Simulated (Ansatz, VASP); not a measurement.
## InSe: VASP beside Ansatz

INCAR

```
SYSTEM = InSe
  PREC = Accurate
  ENCUT = 520
  EDIFF = 1E-6
  ISMEAR = 0
  SIGMA = 0.01
  LREAL = .FALSE.
  LASPH = .TRUE.
  NELM = 60
  ALGO = Normal
  ISIF = 2
  LWAVE = .FALSE.
  LCHARG = .FALSE.
  GGA = PS
  NBANDS = 27
```

File KPOINTS:

```
regular mesh
0
G
  6 6 6
  0 0 0
```

File POSCAR:

```
InSe
1.0
    2.0487996145      1.1828754818      8.6459343733
   -2.0487996145      1.1828754818      8.6459343733
    0.0000000000     -2.3657499393      8.6459343733
In Se
2 2
Direct
    0.0000000000      0.0000000000      0.0000000000
    0.1114000000      0.1114000000      0.1114000000
    0.6165000000      0.6165000000      0.6165000000
    0.8281000000      0.8281000000      0.8281000000
```

Input for Ansatz:

```yaml
crystal:
  lattice:
    - [2.0487996145182663, 1.1828754818419283, 8.645934373267083]
    - [-2.0487996145182663, 1.1828754818419283, 8.645934373267083]
    - [0.0, -2.3657499392840493, 8.645934373267083]
  atoms:
    - { symbol: In, position: [0.0, 0.0, 0.0] }
    - { symbol: In, position: [0.1114, 0.1114, 0.1114] }
    - { symbol: Se, position: [0.6165, 0.6165, 0.6165] }
    - { symbol: Se, position: [0.8281, 0.8281, 0.8281] }
basis:
  ecutwfc: 550.0
kpoints:
  mp_grid:
    grid: [6, 6, 6]
hamiltonian:
  xc: pbesol
  pseudopotentials:
    kind: paw
scf:
  occupations:
    method: fixed
output:
  stress: true
```

Alike in both runs: task single point; functional PBEsol; k mesh 6 × 6 × 6; no spin polarisation.

```csv
,VASP,Ansatz
version,VASP 6.6.1,Ansatz 0.2.0
potentials or method,"VASP PAW PBE potentials, release 64 (In_d, Se), cutoff 520 eV","plane waves, PAW"
occupations,"gaussian, width 0.01 eV",fixed
valence electrons in the cell,38,58
```

|  | VASP | Ansatz | Ansatz less VASP |
| --- | --- | --- | --- |
| pressure (GPa) | -2.9 | -2.9 | -0.04 |
| traceless stress, the component that is largest in VASP (GPa) | -0.42 | -0.42 | +0.008 |

VASP's potentials were made for PBE, not for PBEsol. VASP's potentials hold 38 valence electrons a cell and Ansatz's 58, so a difference there can come from the potentials and not from the codes.
